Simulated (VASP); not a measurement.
# CaSiH6 in VASP: settings compared

Aim: see how the results for CaSiH6 move with the level of theory and the settings. Levels: PBEsol, r2SCAN+rVV10. Tasks: single point, relaxation of cell and atoms.

Everything below comes from runs of VASP 6.6.1. Logs are shortened: lines on timing, memory, paths and dates and some standing lists are left out, and cuts for length are marked.

## Step 1: The cell of the first run

Symmetry: R-3, No. 148, trigonal system. The conventional cell has a = 6.230 Å, b = 6.230 Å, c = 5.837 Å, α = 90.00°, β = 90.00°, γ = 120.00°. Ca (site symmetry -3) has 12 H at 2.34 to 2.37 Å and 2 Si at 2.92 Å within 3.1 Å. Within 2.1 Å of Si (site symmetry -3) lie 6 H at 1.60 Å. Within 2.1 Å of H (site symmetry 1) lie 1 Si at 1.60 Å.

## Step 2: Single point, PBEsol

Contents of INCAR:

```
  ALGO = Normal
  EDIFF = 1E-6
  ENCUT = 520
  GGA = PS
  ISIF = 2
  ISMEAR = -1
  LASPH = True
  LCHARG = False
  LREAL = False
  LWAVE = False
  NBANDS = 20
  NELM = 80
  PREC = Accurate
  SIGMA = 0.03
```

Contents of KPOINTS:

```
k-points
0
Gamma
  4 4 4
```

Contents of POSCAR:

```
CaSiH6
1.0
    3.1148030780      1.7983323942      1.9456622997
   -3.1148030780      1.7983323942      1.9456622997
    0.0000000000     -3.5966647925      1.9456622959
Ca Si H
1 1 6
Direct
    0.0000000000      0.0000000000      0.0000000000
    0.5000000000      0.5000000000      0.5000000000
    0.5664507805      0.2714372716      0.1692261564
    0.2714372716      0.1692261564      0.5664507805
    0.8307738436      0.4335492195      0.7285627284
    0.7285627284      0.8307738436      0.4335492195
    0.4335492195      0.7285627284      0.8307738436
    0.1692261564      0.5664507805      0.2714372716
```

Potentials or basis: VASP PAW PBE potentials, release 64 (Ca_sv, Si, H).

On the command line:

```console
$ cat potpaw_PBE.64/Ca_sv/POTCAR potpaw_PBE.64/Si/POTCAR potpaw_PBE.64/H/POTCAR > POTCAR
$ mpirun -np 1 vasp_std > vasp.out
```

OUTCAR:

```text
EDIFF = 1E-6
   ENCUT = 520
   GGA = PS
   ISIF = 2
   ISMEAR = -1
   LASPH = True
   LREAL = False
   NELM = 80
   PREC = Accurate

 ion  position               nearest neighbor table
   1  0.000  0.000  0.000-   2 2.92   2 2.92
   2  0.500  0.500  0.500-   5 1.60   8 1.60   7 1.60   3 1.60   4 1.60   6 1.60   1 2.92   1 2.92

   3  0.566  0.271  0.169-   2 1.60
   4  0.271  0.169  0.566-   2 1.60
   5  0.831  0.434  0.729-   2 1.60
   6  0.729  0.831  0.434-   2 1.60
   7  0.434  0.729  0.831-   2 1.60
   8  0.169  0.566  0.271-   2 1.60

  LATTYP: Found a trigonal (rhomboedric) cell.
 ALAT       =     4.0892052283
 COS(alpha) =    -0.1604150994

  Lattice vectors:

 A1 = (   3.1148030780,   1.7983323942,   1.9456622997)
 A2 = (  -3.1148030780,   1.7983323942,   1.9456622997)
 A3 = (   0.0000000000,  -3.5966647925,   1.9456622959)

Analysis of symmetry for initial positions (statically):
=====================================================================
 Subroutine PRICEL returns:
 Original cell was already a primitive cell.

 Routine SETGRP: Setting up the symmetry group for a
 trigonal (rhombohedral) supercell.

 Subroutine GETGRP returns: Found  6 space group operations
 (whereof  6 operations were pure point group operations)
 out of a pool of 12 trial point group operations.

The static configuration has the point symmetry S_6 .

Analysis of symmetry for dynamics (positions and initial velocities):
=====================================================================
 Subroutine PRICEL returns:
 Original cell was already a primitive cell.

 Routine SETGRP: Setting up the symmetry group for a
 trigonal (rhombohedral) supercell.

 Subroutine GETGRP returns: Found  6 space group operations
 (whereof  6 operations were pure point group operations)
 out of a pool of 12 trial point group operations.

The dynamic configuration has the point symmetry S_6 .

 Subroutine INISYM returns: Found  6 space group operations
 (whereof  6 operations are pure point group operations),
 and found     1 'primitive' translations

----------------------------------------------------------------------------------------

                                     Primitive cell

  volume of cell :      65.3912

  direct lattice vectors                    reciprocal lattice vectors
     3.114803078  1.798332394  1.945662300     0.160523792  0.092678454  0.171321269
    -3.114803078  1.798332394  1.945662300    -0.160523792  0.092678454  0.171321269
     0.000000000 -3.596664792  1.945662296     0.000000000 -0.185356909  0.171321269

  length of vectors
     4.089205228  4.089205228  4.089205228     0.252404756  0.252404756  0.252404756

  position of ions in fractional coordinates (direct lattice)
     0.000000000  0.000000000  0.000000000
     0.500000000  0.500000000  0.500000000
     0.566450780  0.271437272  0.169226156
     0.271437272  0.169226156  0.566450780
     0.830773844  0.433549220  0.728562728
     0.728562728  0.830773844  0.433549220
     0.433549220  0.728562728  0.830773844
     0.169226156  0.566450780  0.271437272

  ion indices of the primitive-cell ions
   primitive index   ion index
                 1           1
                 2           2
                 3           3
                 4           4
                 5           5
                 6           6
                 7           7
                 8           8

----------------------------------------------------------------------------------------

 KPOINTS: k-points

Automatic generation of k-mesh.
 Grid dimensions read from file:
 generate k-points for:    4    4    4

 Generating k-lattice:

  Cartesian coordinates                     Fractional coordinates (reciprocal lattice)
     0.040130948  0.023169614  0.042830317     0.250000000  0.000000000  0.000000000
    -0.040130948  0.023169614  0.042830317     0.000000000  0.250000000  0.000000000
     0.000000000 -0.046339227  0.042830317     0.000000000  0.000000000  0.250000000

  Length of vectors
     0.063101189  0.063101189  0.063101189

  Shift w.r.t. Gamma in fractional coordinates (k-lattice)
     0.000000000  0.000000000  0.000000000

 Subroutine IBZKPT returns following result:
 ===========================================

 Found     14 irreducible k-points:

 Following reciprocal coordinates:
            Coordinates               Weight
  0.000000  0.000000  0.000000      1.000000
  0.250000  0.000000  0.000000      6.000000
  0.500000  0.000000  0.000000      3.000000
  0.250000  0.250000  0.000000      6.000000
  0.500000  0.250000  0.000000      6.000000
  0.500000  0.000000 -0.250000      6.000000
 -0.250000  0.250000  0.000000      6.000000
  0.500000  0.500000  0.000000      3.000000
  0.250000  0.250000  0.250000      2.000000
  0.500000  0.250000  0.250000      6.000000
 -0.250000  0.250000  0.250000      6.000000
  0.500000  0.500000  0.250000      6.000000
 -0.250000  0.500000  0.250000      6.000000
  0.500000  0.500000  0.500000      1.000000
   k-points           NKPTS =     14   k-points in BZ     NKDIM =     14   number of bands    NBANDS=     20
   number of dos      NEDOS =    301   number of ions     NIONS =      8
   total plane-waves  NPLWV =  27000
   dimension x,y,z NGX =    30 NGY =   30 NGZ =   30
   dimension x,y,z NGXF=    60 NGYF=   60 NGZF=   60
   ions per type =               1   1   6
   NGX,Y,Z   is equivalent  to a cutoff of  12.20, 12.20, 12.20 a.u.
   NGXF,Y,Z  is equivalent  to a cutoff of  24.39, 24.39, 24.39 a.u.
 SYSTEM =  unknown system
   PREC   = accura    normal or accurate (medium, high low for compatibility)
   ISTART =      0    job   : 0-new  1-cont  2-samecut
   ICHARG =      2    charge: 1-file 2-atom 10-const
   ISPIN  =      1    spin polarized calculation?
   LNONCOLLINEAR =      F non collinear calculations
   LSORBIT =      F    spin-orbit coupling
   LASPH  =      T    aspherical Exc in radial PAW
   ENCUT  =  520.0 eV  38.22 Ry    6.18 a.u.   7.60  7.60  7.60*2*pi/ulx,y,z
   NELM   =     80;   NELMIN=  2; NELMDL= -5     # of ELM steps
   EDIFF  = 0.1E-05   stopping-criterion for ELM
   LREAL  =      F    real-space projection
   EDIFFG = 0.1E-04   stopping-criterion for IOM
   NSW    =      0    number of steps for IOM
   IBRION =     -1    ionic relax: 0-MD 1-quasi-New 2-CG
   NFREE  =      0    steps in history (QN), initial steepest desc. (CG)
   ISIF   =      2    stress and relaxation
   ISYM   =      2    0-nonsym 1-usesym 2-fastsym
   POTIM  = 0.5000    time-step for ionic-motion
   TEBEG  =    0.0;   TEEND  =   0.0 temperature during run
   PSTRESS=    0.0 pullay stress
   NELECT =      20.0000    total number of electrons
   NUPDOWN=      -1.0000    fix difference up-down
   EMIN   =  10.00;   EMAX   =-10.00  energy-range for DOS
   EFERMI =   0.00;   METHOD = LEGACY
   ISMEAR =    -1;   SIGMA  =   0.03  broadening in eV -4-tet -1-fermi 0-gaus
   EFERMI_NEDOS =   21; number of points for ismear=-14 and -15
   IALGO  =     38    algorithm
   IMIX   =      4    mixing-type and parameters
     AMIX     =   0.40;   BMIX     =  1.00
     AMIX_MAG =   1.60;   BMIX_MAG =  1.00
  volume/ion in A,a.u.               =       8.17        55.16
  Fermi-wavevector in a.u.,A,eV,Ry     =   1.103007  2.084382 16.553191  1.216625
  Thomas-Fermi vector in A             =   2.239459
   LORBIT       =      0    0 simple, 1 ext, 2 COOP (PROOUT), +10 PAW based schemes
   GGA     = PS    functional components
   LHFCALC =     F    Hartree Fock is set to
   AEXX    =    0.0000 exact exchange contribution
   IVDW    =     0    specifies the selected vdW correction
   LEPSILON=     F    determine dielectric tensor
   LRPA    =     F    only Hartree local field effects (RPA)
 non-spin polarized calculation
  energy-cutoff  :      520.00
  volume of cell :       65.39
 maximum number of plane-waves:      1772
   NGX = 15   NGY = 15   NGZ = 15

 number of electron      19.9999994 magnetization

 Free energy of the ion-electron system (eV)
  ---------------------------------------------------
  ext. energy  EPLUGINS =         0.00000000
  ---------------------------------------------------
  free energy    TOTEN  =       -29.25621136 eV

  energy without entropy =      -29.25621136  energy(sigma->0) =      -29.25621136

 E-fermi :   3.0279     XC(G=0):  -9.6961

 val. band max:        2.2506381913   @ k =   0.5000   0.0000   0.0000
 cond. band min:       3.8151793232   @ k =   0.0000   0.0000   0.0000
 fundamental gap:      1.5645411319
 Fermi energy:         3.0279084680

 k-point     1 :       0.0000    0.0000    0.0000
  band No.  band energies     occupation
      1     -37.2333      2.00000
      2     -18.4006      2.00000
      3     -18.3156      2.00000
      4     -18.3156      2.00000
      5      -8.1682      2.00000
      6      -1.0873      2.00000
[... 12 lines left out ...]
     19      10.8221      0.00000
     20      11.2121      0.00000

 k-point     2 :       0.2500    0.0000    0.0000
  band No.  band energies     occupation
      1     -37.2315      2.00000
      2     -18.4185      2.00000
      3     -18.3383      2.00000
      4     -18.3135      2.00000
      5      -7.7113      2.00000
      6      -2.6958      2.00000
[... 12 lines left out ...]
     19      10.9448      0.00000
     20      12.0644      0.00000
[... 235 lines left out ...]
      3     -18.3721      2.00000
      4     -18.3509      2.00000
      5      -6.5584      2.00000
      6      -3.3877      2.00000
[... 12 lines left out ...]
     19      11.3376      0.00000
     20      11.8220      0.00000

 k-point    14 :       0.5000    0.5000    0.5000
  band No.  band energies     occupation
      1     -37.2229      2.00000
      2     -18.4312      2.00000
      3     -18.3882      2.00000
      4     -18.3882      2.00000
      5      -5.8338      2.00000
      6      -2.6252      2.00000
[... 12 lines left out ...]
     19      12.8244      0.00000
     20      12.8245      0.00000

------------------------ aborting loop because EDIFF is reached ----------------------------------------

  FORCE on cell =-STRESS in cart. coord.  units (eV):
  Direction    XX          YY          ZZ          XY          YZ          ZX
  --------------------------------------------------------------------------------------
  -------------------------------------------------------------------------------------
  Total       -0.0157050     -0.0157050      0.0391695     -0.0000000     -0.0000000      0.0000000
  in kB       -0.3847959     -0.3847959      0.9597090     -0.0000003     -0.0000000      0.0000000
  external PRESSURE =       0.0633724 kB  Pullay stress =       0.0000000 kB

 VOLUME and BASIS-vectors are now :
 -----------------------------------------------------------------------------
  energy-cutoff  :      520.00
  volume of cell :       65.39
      direct lattice vectors                 reciprocal lattice vectors
     3.114803078  1.798332394  1.945662300     0.160523792  0.092678454  0.171321269
    -3.114803078  1.798332394  1.945662300    -0.160523792  0.092678454  0.171321269
     0.000000000 -3.596664792  1.945662296     0.000000000 -0.185356909  0.171321269

 POSITION                                       TOTAL-FORCE (eV/Angst)
 -----------------------------------------------------------------------------------
      0.00000      0.00000      0.00000         0.000000      0.000000     -0.000000
      0.00000     -0.00000      2.91849         0.000000      0.000000     -0.000000
      0.91891      0.89815      1.95950        -0.002944     -0.000222      0.006125
      0.31837     -1.24487      1.95950         0.001280      0.002661      0.006125
      1.23728     -0.34672      3.87748        -0.001665      0.002439     -0.006125
     -0.31837      1.24487      3.87748        -0.001280     -0.002661     -0.006125
     -0.91891     -0.89815      3.87748         0.002944      0.000222     -0.006125
     -1.23728      0.34672      1.95950         0.001665     -0.002439      0.006125
 -----------------------------------------------------------------------------------
    total drift:                                0.000000     -0.000000     -0.000000

  FREE ENERGIE OF THE ION-ELECTRON SYSTEM (eV)
  ---------------------------------------------------
  free  energy   TOTEN  =       -29.2562113638 eV

  energy  without entropy=      -29.2562113638  energy(sigma->0) =      -29.25621136
```

Wall time 25 s (1 thread of Oxide Virtual Turin-like, shared host); peak memory 0.13 GiB.

What came out:

```
Free energy            : -29.2562 eV
Pressure               : 0.0 GPa
Largest force          : 0.007 eV/Å
Band gap on the k mesh : 1.56 eV (least direct gap 3.27 eV)
```

Forces on the atoms (eV/Å):
```
Ca   0.000  0.000  0.000
Si   0.000  0.000  0.000
H   -0.003  0.000  0.006
H    0.001  0.003  0.006
H   -0.002  0.002 -0.006
H   -0.001 -0.003 -0.006
H    0.003  0.000 -0.006
H    0.002 -0.002  0.006
```

Caveat: the PAW data sets were made with another functional, which shifts forces and pressure a little.

[end of part 1 of 2]
